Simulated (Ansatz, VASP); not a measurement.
## Two plane-wave programs on Pt2C3

The input INCAR:

```
PREC = Accurate
ENCUT = 600
EDIFF = 1E-6
ISMEAR = 0
SIGMA = 0.1
LREAL = F
LASPH = T
NELM = 100
ALGO = Normal
ISIF = 3
LWAVE = F
LCHARG = F
GGA = PE
IBRION = 2
NSW = 100
EDIFFG = -0.01
```

KPOINTS

```
regular mesh
0
Gamma
  12 12 8
```

File POSCAR:

```
Pt2C3
1.0
    3.3285112534      0.0000000000      0.0000000000
   -1.6642556267      2.8825753022      0.0000000000
    0.0000000000      0.0000000000      5.6401596434
Pt C
2 3
Direct
    0.3333333333      0.6666666667      0.2316418996
    0.6666666667      0.3333333333      0.7683581004
    0.0000000000      0.0000000000      0.0000000000
    0.3333333333      0.6666666667      0.6280555197
    0.6666666667      0.3333333333      0.3719444803
```

Input for Ansatz:

```yaml
crystal:
  lattice:
    - [3.3285112534, 0.0, 0.0]
    - [-1.6642556267, 2.8825753022, 0.0]
    - [0.0, 0.0, 5.6401596434]
  atoms:
    - { symbol: Pt, position: [0.3333333333, 0.6666666667, 0.2316418996] }
    - { symbol: Pt, position: [0.6666666667, 0.3333333333, 0.7683581004] }
    - { symbol: C, position: [0.0, 0.0, 0.0] }
    - { symbol: C, position: [0.3333333333, 0.6666666667, 0.6280555197] }
    - { symbol: C, position: [0.6666666667, 0.3333333333, 0.3719444803] }
basis:
  ecutwfc: 420
kpoints:
  mp_grid: { grid: [12, 12, 8] }
hamiltonian:
  xc: pbe
scf:
  occupations: { method: gaussian, width: 0.1 }
output:
  forces: true
  stress: true
  eigenvalues: true
relax:
  adjacent_minimum: "off"
  f_tol: 0.01
  max_steps: 80
  cell: { stress_tol: 0.05 }
```

Alike in both runs: task relaxation of cell and atoms; functional PBE; k mesh 12 × 12 × 8; occupations gaussian, width 0.1 eV; no spin polarisation.

```csv
,VASP,Ansatz
version,VASP 6.6.1,Ansatz 0.2.0
potentials or method,"VASP PAW PBE potentials, release 64 (Pt, C), cutoff 600 eV","scalar-relativistic, plane waves, PAW"
valence electrons in the cell,32,48
```

|  | VASP | Ansatz | Ansatz less VASP |
| --- | --- | --- | --- |
| gap on the k mesh at the Fermi level, each at its own relaxed structure (eV) | none | none | - |
| relaxed volume (Å³/atom) | 10.85 | 10.88 | +0.025 |
| relaxed cell length with the largest relative difference (Å) | 5.648 | 5.680 | +0.0320 |

A gap of «none» marks a metal or a gap that the smearing closes. VASP's potentials hold 32 valence electrons a cell and Ansatz's 48, so a difference there can come from the potentials and not from the codes.

Neither program's run includes spin-orbit coupling.
